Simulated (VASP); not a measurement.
# NaCdI3 (Pm-3m) in VASP: further runs

Runs on NaCdI3. Level: PBE. Tasks: single point.

Everything below comes from runs of VASP 6.6.1. Logs are shortened: lines on timing, memory, paths and dates and some standing lists are left out, and cuts for length are marked.

**1. The cell of the first run**

It takes space group Pm-3m (No. 221, cubic). The conventional cell has a = 5.962 Å, b = 5.962 Å, c = 5.962 Å, α = 90.00°, β = 90.00°, γ = 90.00°. Na (site symmetry m-3m) has 12 I at 4.22 Å and 8 Cd at 5.16 Å within 5.5 Å. Cd (site symmetry m-3m) has 6 I at 2.98 Å within 3.9 Å. I (site symmetry 4/mmm) has 2 Cd at 2.98 Å within 3.9 Å.

**2. Single point, PBE**

Contents of INCAR:

```
SYSTEM = NaCdI3
PREC = Accurate
ENCUT = 520
EDIFF = 1E-7
ISMEAR = -1
SIGMA = 0.02
LREAL = .False.
LASPH = .True.
NELM = 100
ALGO = Normal
ISIF = 2
LWAVE = .False.
LCHARG = .False.
GGA = PE
NBANDS = 28
```

Contents of KPOINTS:

```
Automatic mesh
0
Gamma
  4 4 4
  0 0 0
```

Contents of POSCAR:

```
NaCdI3
1.0
    5.9624023115      0.0000000000      0.0000000000
    0.0000000000      5.9624023115      0.0000000000
    0.0000000000      0.0000000000      5.9624023115
Na Cd I
1 1 3
Direct
    0.0000000000      0.0000000000      0.0000000000
    0.5000000000      0.5000000000      0.5000000000
    0.5000000000      0.5000000000      0.0000000000
    0.5000000000      0.0000000000      0.5000000000
    0.0000000000      0.5000000000      0.5000000000
```

Potentials or basis: VASP PAW PBE potentials, release 64 (Na_pv, Cd, I).

Started as:

```
$ cat potpaw_PBE.64/Na_pv/POTCAR potpaw_PBE.64/Cd/POTCAR potpaw_PBE.64/I/POTCAR > POTCAR
$ mpirun -np 1 vasp_std > vasp.out
```

OUTCAR:

```text
SYSTEM = NaCdI3
   PREC = Accurate
   ENCUT = 520
   EDIFF = 1E-7
   ISMEAR = -1
   LREAL = .False.
   LASPH = .True.
   NELM = 100
   ISIF = 2
   GGA = PE

 ion  position               nearest neighbor table
   1  0.000  0.000  0.000-
   2  0.500  0.500  0.500-   3 2.98   4 2.98   5 2.98   3 2.98   4 2.98   5 2.98
   3  0.500  0.500  0.000-   2 2.98   2 2.98
   4  0.500  0.000  0.500-   2 2.98   2 2.98
   5  0.000  0.500  0.500-   2 2.98   2 2.98

  LATTYP: Found a simple cubic cell.
 ALAT       =     5.9624023115

  Lattice vectors:

 A1 = (   5.9624023115,   0.0000000000,   0.0000000000)
 A2 = (   0.0000000000,   5.9624023115,   0.0000000000)
 A3 = (   0.0000000000,   0.0000000000,   5.9624023115)

Analysis of symmetry for initial positions (statically):
=====================================================================
 Subroutine PRICEL returns:
 Original cell was already a primitive cell.

 Routine SETGRP: Setting up the symmetry group for a
 simple cubic supercell.

 Subroutine GETGRP returns: Found 48 space group operations
 (whereof 48 operations were pure point group operations)
 out of a pool of 48 trial point group operations.

The static configuration has the point symmetry O_h .

Analysis of symmetry for dynamics (positions and initial velocities):
=====================================================================
 Subroutine PRICEL returns:
 Original cell was already a primitive cell.

 Routine SETGRP: Setting up the symmetry group for a
 simple cubic supercell.

 Subroutine GETGRP returns: Found 48 space group operations
 (whereof 48 operations were pure point group operations)
 out of a pool of 48 trial point group operations.

The dynamic configuration has the point symmetry O_h .

 Subroutine INISYM returns: Found 48 space group operations
 (whereof 48 operations are pure point group operations),
 and found     1 'primitive' translations

----------------------------------------------------------------------------------------

                                     Primitive cell

  volume of cell :     211.9648

  direct lattice vectors                    reciprocal lattice vectors
     5.962402311  0.000000000  0.000000000     0.167717633  0.000000000  0.000000000
     0.000000000  5.962402311  0.000000000     0.000000000  0.167717633  0.000000000
     0.000000000  0.000000000  5.962402311     0.000000000  0.000000000  0.167717633

  length of vectors
     5.962402311  5.962402311  5.962402311     0.167717633  0.167717633  0.167717633

  position of ions in fractional coordinates (direct lattice)
     0.000000000  0.000000000  0.000000000
     0.500000000  0.500000000  0.500000000
     0.500000000  0.500000000  0.000000000
     0.500000000  0.000000000  0.500000000
     0.000000000  0.500000000  0.500000000

  ion indices of the primitive-cell ions
   primitive index   ion index
                 1           1
                 2           2
                 3           3
                 4           4
                 5           5

----------------------------------------------------------------------------------------

 KPOINTS: Automatic mesh

Automatic generation of k-mesh.
 Grid dimensions read from file:
 generate k-points for:    4    4    4

 Generating k-lattice:

  Cartesian coordinates                     Fractional coordinates (reciprocal lattice)
     0.041929408  0.000000000  0.000000000     0.250000000  0.000000000  0.000000000
     0.000000000  0.041929408  0.000000000     0.000000000  0.250000000  0.000000000
     0.000000000  0.000000000  0.041929408     0.000000000  0.000000000  0.250000000

  Length of vectors
     0.041929408  0.041929408  0.041929408

  Shift w.r.t. Gamma in fractional coordinates (k-lattice)
     0.000000000  0.000000000  0.000000000

 Subroutine IBZKPT returns following result:
 ===========================================

 Found     10 irreducible k-points:

 Following reciprocal coordinates:
            Coordinates               Weight
  0.000000  0.000000  0.000000      1.000000
  0.250000  0.000000  0.000000      6.000000
  0.500000  0.000000  0.000000      3.000000
  0.250000  0.250000  0.000000     12.000000
  0.500000  0.250000  0.000000     12.000000
  0.500000  0.500000  0.000000      3.000000
  0.250000  0.250000  0.250000      8.000000
  0.500000  0.250000  0.250000     12.000000
  0.500000  0.500000  0.250000      6.000000
  0.500000  0.500000  0.500000      1.000000
   k-points           NKPTS =     10   k-points in BZ     NKDIM =     10   number of bands    NBANDS=     28
   number of dos      NEDOS =    301   number of ions     NIONS =      5
   total plane-waves  NPLWV = 110592
   dimension x,y,z NGX =    48 NGY =   48 NGZ =   48
   dimension x,y,z NGXF=    96 NGYF=   96 NGZF=   96
   ions per type =               1   1   3
   NGX,Y,Z   is equivalent  to a cutoff of  13.38, 13.38, 13.38 a.u.
   NGXF,Y,Z  is equivalent  to a cutoff of  26.77, 26.77, 26.77 a.u.
 SYSTEM =  NaCdI3
   PREC   = accura    normal or accurate (medium, high low for compatibility)
   ISTART =      0    job   : 0-new  1-cont  2-samecut
   ICHARG =      2    charge: 1-file 2-atom 10-const
   ISPIN  =      1    spin polarized calculation?
   LNONCOLLINEAR =      F non collinear calculations
   LSORBIT =      F    spin-orbit coupling
   LASPH  =      T    aspherical Exc in radial PAW
   ENCUT  =  520.0 eV  38.22 Ry    6.18 a.u.  11.09 11.09 11.09*2*pi/ulx,y,z
   NELM   =    100;   NELMIN=  2; NELMDL= -5     # of ELM steps
   EDIFF  = 0.1E-06   stopping-criterion for ELM
   LREAL  =      F    real-space projection
   EDIFFG = 0.1E-05   stopping-criterion for IOM
   NSW    =      0    number of steps for IOM
   IBRION =     -1    ionic relax: 0-MD 1-quasi-New 2-CG
   NFREE  =      0    steps in history (QN), initial steepest desc. (CG)
   ISIF   =      2    stress and relaxation
   ISYM   =      2    0-nonsym 1-usesym 2-fastsym
   POTIM  = 0.5000    time-step for ionic-motion
   TEBEG  =    0.0;   TEEND  =   0.0 temperature during run
   PSTRESS=    0.0 pullay stress
   NELECT =      40.0000    total number of electrons
   NUPDOWN=      -1.0000    fix difference up-down
   EMIN   =  10.00;   EMAX   =-10.00  energy-range for DOS
   EFERMI =   0.00;   METHOD = LEGACY
   ISMEAR =    -1;   SIGMA  =   0.02  broadening in eV -4-tet -1-fermi 0-gaus
   EFERMI_NEDOS =   21; number of points for ismear=-14 and -15
   IALGO  =     38    algorithm
   IMIX   =      4    mixing-type and parameters
     AMIX     =   0.40;   BMIX     =  1.00
     AMIX_MAG =   1.60;   BMIX_MAG =  1.00
  volume/ion in A,a.u.               =      42.39       286.08
  Fermi-wavevector in a.u.,A,eV,Ry     =   0.939017  1.774485 11.996982  0.881753
  Thomas-Fermi vector in A             =   2.066287
   LORBIT       =      0    0 simple, 1 ext, 2 COOP (PROOUT), +10 PAW based schemes
   GGA     = PE    functional components
   LHFCALC =     F    Hartree Fock is set to
   AEXX    =    0.0000 exact exchange contribution
   IVDW    =     0    specifies the selected vdW correction
   LEPSILON=     F    determine dielectric tensor
   LRPA    =     F    only Hartree local field effects (RPA)
 non-spin polarized calculation
  energy-cutoff  :      520.00
  volume of cell :      211.96
 maximum number of plane-waves:      5832
 NGX is ok and might be reduce to    48
   NGX = 23   NGY = 23   NGZ = 23

 number of electron      40.0000001 magnetization

 Free energy of the ion-electron system (eV)
  ---------------------------------------------------
  ext. energy  EPLUGINS =         0.00000000
  ---------------------------------------------------
  free energy    TOTEN  =        -9.86668284 eV

  energy without entropy =       -9.86454059  energy(sigma->0) =       -9.86561171

 E-fermi :   0.8082     XC(G=0):  -7.3522

 val. band max:        0.7654692110   @ k =   0.5000   0.5000   0.5000
 cond. band min:       1.8446458908   @ k =   0.2500   0.0000   0.0000
 fundamental gap:      1.0791766798
 Fermi energy:         0.8081538698

 k-point     1 :       0.0000    0.0000    0.0000
  band No.  band energies     occupation
      1     -23.8146      2.00000
      2     -23.8146      2.00000
      3     -23.8146      2.00000
      4     -11.0043      2.00000
      5     -10.4401      2.00000
      6     -10.4401      2.00000
[... 20 lines left out ...]
     27       6.9298      0.00000
     28       8.2940      0.00000

 k-point     2 :       0.2500    0.0000    0.0000
  band No.  band energies     occupation
      1     -23.8146      2.00000
      2     -23.8146      2.00000
      3     -23.8146      2.00000
      4     -10.9240      2.00000
      5     -10.4654      2.00000
      6     -10.4380      2.00000
[... 20 lines left out ...]
     27       7.1549      0.00000
     28       8.0621      0.00000

 k-point     3 :       0.5000    0.0000    0.0000
  band No.  band energies     occupation
      1     -23.8146      2.00000
      2     -23.8146      2.00000
      3     -23.8146      2.00000
      4     -10.8239      2.00000
      5     -10.5076      2.00000
      6     -10.4359      2.00000
[... 20 lines left out ...]
     27       7.4510      0.00000
     28       8.2043      0.00000

 k-point     4 :       0.2500    0.2500    0.0000
  band No.  band energies     occupation
      1     -23.8146      2.00000
      2     -23.8146      2.00000
      3     -23.8146      2.00000
      4     -10.8442      2.00000
      5     -10.4699      2.00000
      6     -10.4521      2.00000
[... 20 lines left out ...]
     27       7.8392      0.00000
     28       7.8908      0.00000

 k-point     5 :       0.5000    0.2500    0.0000
  band No.  band energies     occupation
      1     -23.8146      2.00000
      2     -23.8146      2.00000
      3     -23.8146      2.00000
      4     -10.7430      2.00000
      5     -10.5035      2.00000
      6     -10.4549      2.00000
[... 20 lines left out ...]
     27       7.6170      0.00000
     28       7.8107      0.00000

 k-point     6 :       0.5000    0.5000    0.0000
  band No.  band energies     occupation
      1     -23.8146      2.00000
      2     -23.8146      2.00000
      3     -23.8146      2.00000
      4     -10.6327      2.00000
      5     -10.4994      2.00000
      6     -10.4994      2.00000
[... 20 lines left out ...]
     27       6.6408      0.00000
     28       8.1675      0.00000

 k-point     7 :       0.2500    0.2500    0.2500
  band No.  band energies     occupation
      1     -23.8146      2.00000
      2     -23.8146      2.00000
      3     -23.8146      2.00000
      4     -10.7668      2.00000
      5     -10.4669      2.00000
      6     -10.4669      2.00000
[... 20 lines left out ...]
     27       7.2979      0.00000
     28       7.8666      0.00000

 k-point     8 :       0.5000    0.2500    0.2500
  band No.  band energies     occupation
      1     -23.8146      2.00000
      2     -23.8146      2.00000
      3     -23.8146      2.00000
      4     -10.6676      2.00000
      5     -10.4995      2.00000
      6     -10.4639      2.00000
[... 20 lines left out ...]
     27       7.5261      0.00000
     28       7.7027      0.00000

 k-point     9 :       0.5000    0.5000    0.2500
  band No.  band energies     occupation
      1     -23.8146      2.00000
      2     -23.8146      2.00000
      3     -23.8146      2.00000
      4     -10.5649      2.00000
      5     -10.4956      2.00000
      6     -10.4956      2.00000
[... 20 lines left out ...]
     27       7.0481      0.00000
     28       7.1540      0.00000

 k-point    10 :       0.5000    0.5000    0.5000
  band No.  band energies     occupation
      1     -23.8146      2.00000
      2     -23.8146      2.00000
      3     -23.8146      2.00000
      4     -10.4918      2.00000
      5     -10.4918      2.00000
      6     -10.4918      2.00000
[... 20 lines left out ...]
     27       7.9708      0.00000
     28       7.9708      0.00000

------------------------ aborting loop because EDIFF is reached ----------------------------------------

  FORCE on cell =-STRESS in cart. coord.  units (eV):
  Direction    XX          YY          ZZ          XY          YZ          ZX
  --------------------------------------------------------------------------------------
  -------------------------------------------------------------------------------------
  Total        0.0890113      0.0890113      0.0890113      0.0000000     -0.0000000     -0.0000000
  in kB        0.6728091      0.6728091      0.6728091      0.0000000     -0.0000000     -0.0000000
  external PRESSURE =       0.6728091 kB  Pullay stress =       0.0000000 kB

 VOLUME and BASIS-vectors are now :
 -----------------------------------------------------------------------------
  energy-cutoff  :      520.00
  volume of cell :      211.96
      direct lattice vectors                 reciprocal lattice vectors
     5.962402311  0.000000000  0.000000000     0.167717633  0.000000000  0.000000000
     0.000000000  5.962402311  0.000000000     0.000000000  0.167717633  0.000000000
     0.000000000  0.000000000  5.962402311     0.000000000  0.000000000  0.167717633

 POSITION                                       TOTAL-FORCE (eV/Angst)
 -----------------------------------------------------------------------------------
      0.00000      0.00000      0.00000         0.000000      0.000000      0.000000
      2.98120      2.98120      2.98120         0.000000      0.000000      0.000000
      2.98120      2.98120      0.00000         0.000000      0.000000      0.000000
      2.98120      0.00000      2.98120         0.000000      0.000000      0.000000
      0.00000      2.98120      2.98120         0.000000      0.000000      0.000000
 -----------------------------------------------------------------------------------
    total drift:                                0.000000     -0.000000     -0.000000

  FREE ENERGIE OF THE ION-ELECTRON SYSTEM (eV)
  ---------------------------------------------------
  free  energy   TOTEN  =        -9.8666828352 eV

  energy  without entropy=       -9.8645405920  energy(sigma->0) =       -9.86561171
```

Run time: 87 s. Hardware: 1 thread of AMD EPYC 9R45 (Zen 5), shared host; peak memory 0.31 GiB.

Results:

```
Free energy            : -9.8667 eV
Pressure               : 0.1 GPa
Band gap on the k mesh : zero (bands 20 and 21 overlap by 0.29 eV)
```

Levels at points of the mesh, in eV from the Fermi level:
```
           k point  band 18  band 19  band 20  band 21  band 22  band 23
(0.00, 0.00, 0.00)    -0.55    -0.55    -0.55    -0.34     2.39     5.70
(0.50, 0.00, 0.00)    -0.95    -0.62    -0.62     2.55     3.66     4.53
(0.50, 0.50, 0.00)    -1.04    -0.21    -0.05     3.79     4.03     4.89
(0.50, 0.50, 0.50)    -0.04    -0.04    -0.04     2.71     4.22     4.22
```

Caveat: spin-orbit coupling is left out, which moves the levels of the heavy elements.

**3. Single point, PBE (43.66 Å³/atom)**

This run uses another cell than the first one, of 43.66 Å³/atom.

Contents of INCAR:

```
SYSTEM = NaCdI3
ALGO = Normal
EDIFF = 1E-6
ENCUT = 520
GGA = PE
ISIF = 2
ISMEAR = -1
LASPH = .True.
LCHARG = .False.
LREAL = .False.
LWAVE = .False.
NBANDS = 28
NELM = 60
PREC = Accurate
SIGMA = 0.02
```

Contents of KPOINTS:

```
k-points
0
Gamma
  4 4 4
  0 0 0
```

POSCAR, as its differences from that of step 2:

```diff
@@ -2,5 +2,5 @@
 1.0
-    5.9624023115      0.0000000000      0.0000000000
-    0.0000000000      5.9624023115      0.0000000000
-    0.0000000000      0.0000000000      5.9624023115
+    6.0214398372      0.0000000000      0.0000000000
+    0.0000000000      6.0214398372      0.0000000000
+    0.0000000000      0.0000000000      6.0214398372
 Na Cd I
```

Potentials or basis: VASP PAW PBE potentials, release 64 (Na_pv, Cd, I).

Started as:

```
$ cat potpaw_PBE.64/Na_pv/POTCAR potpaw_PBE.64/Cd/POTCAR potpaw_PBE.64/I/POTCAR > POTCAR
$ mpirun -np 1 vasp_std > vasp.out
```

Wall time 73 s (1 thread of AMD EPYC 9R45 (Zen 5), shared host); peak memory 0.31 GiB.

It converged, with:

```
Free energy            : -9.8585 eV
Pressure               : -0.5 GPa
Band gap on the k mesh : zero (bands 20 and 21 overlap by 0.33 eV)
```

Levels at points of the mesh, in eV from the Fermi level:
```tsv
k point	band 18	band 19	band 20	band 21	band 22	band 23
(0.00, 0.00, 0.00)	-0.52	-0.52	-0.52	-0.37	2.40	5.74
(0.50, 0.00, 0.00)	-0.90	-0.59	-0.59	2.45	3.63	4.54
(0.50, 0.50, 0.00)	-0.99	-0.24	-0.05	3.75	3.88	4.86
(0.50, 0.50, 0.50)	-0.04	-0.04	-0.04	2.74	4.20	4.20
```

Caveat: spin-orbit coupling is left out, which moves the levels of the heavy elements.
